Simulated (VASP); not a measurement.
Crystal: Cu.

```
CELL_PARAMETERS angstrom
-1.44279 1.44279 1.37608
1.44279 -1.44279 1.37608
1.44279 1.44279 -1.37608
ATOMIC_POSITIONS crystal
Cu 0.00000 0.00000 0.00000
```

Base run:

| Item | Value |
| --- | --- |
| Program | VASP 6.6.1 |
| Functional | PBEsol |
| Potentials or basis | VASP PAW PBE potentials, release 64 (Cu) |
| Cutoff | 520 eV |
| k mesh | 14 × 14 × 14 |
| Occupations | gaussian, width 0.1 eV |
| Spin | no spin polarisation |

Its results: pressure -0.5 GPa.

Problem. The run is repeated on the same cell with these changes: k mesh from 14 × 14 × 14 to 6 × 6 × 6. What comes out?

Solution. Pressure 0.0 GPa.

Caveats: some runs use coarse meshes; the PAW data sets were made with another functional, which shifts forces and pressure a little.
